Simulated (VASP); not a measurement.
Wanted: the native input for a VASP 6.6.1 run.

| Item | Value |
| --- | --- |
| Task | single point |
| Functional | PBEsol |
| Potentials or basis | VASP PAW PBE potentials, release 64 (Bi_d, Te) |
| Cutoff | 520 eV |
| k mesh | 14 × 14 × 14 |
| Occupations | gaussian, width 0.15 eV |
| Spin | no spin polarisation |
| Dipole correction | no |
| Further INCAR settings | ALGO = Normal; EDIFF = 1e-06; NBANDS = 18 |

The structure of BiTe lies in POSCAR:

```
BiTe
1.0
   -0.0323500000      3.2350000000      3.2350000000
    3.2350000000     -0.0323500000      3.2350000000
    3.2026500000      3.2026500000      0.0000000000
Bi Te
1 1
Direct
    0.0000000000      0.0000000000      0.0000000000
    0.5000000000      0.5000000000      0.5000000000
```

This cell differs from its parent crystal: strain -0.0200 x Voigt [0, 0, 0, 0, 0, 1].

One way to write it, as run:

INCAR

```
SYSTEM = BiTe
PREC     = Accurate       ! precision mode
ENCUT    = 520            ! plane-wave cutoff, eV
EDIFF    = 1E-6           ! SCF threshold, eV
ISMEAR   = 0              ! smearing method
SIGMA    = 0.15           ! smearing width, eV
LREAL    = .False.        ! projectors in reciprocal space
LASPH    = .True.         ! aspherical terms in the spheres
NELM     = 60             ! most SCF steps
ALGO     = Normal         ! electronic algorithm
ISIF     = 2              ! what is computed and relaxed
LWAVE    = .False.        ! write WAVECAR
LCHARG   = .False.        ! write CHGCAR
GGA      = PS             ! functional
NBANDS   = 18             ! bands
```

KPOINTS

```
Automatic mesh
0
Gamma
  14 14 14
  0 0 0
```

Potentials or basis: VASP PAW PBE potentials, release 64 (Bi_d, Te).

Launch:

```bash
$ cat potpaw_PBE.64/Bi_d/POTCAR potpaw_PBE.64/Te/POTCAR > POTCAR
$ mpirun -np 1 vasp_std > vasp.out
```

Results of the run:

```
Pressure               : -1.7 GPa
Band gap on the k mesh : zero (an odd number of electrons rules out a gap without spin polarisation)
```

Caveat: the cell differs from its parent crystal (strain -0.0200 x Voigt [0, 0, 0, 0, 0, 1]); the PAW data sets were made with another functional, which shifts forces and pressure a little; spin-orbit coupling is left out, which moves the levels of the heavy elements.

Run time: 12 min on 1 thread of Intel Xeon 8259CL, with other jobs on the host, peak memory 0.62 GiB.
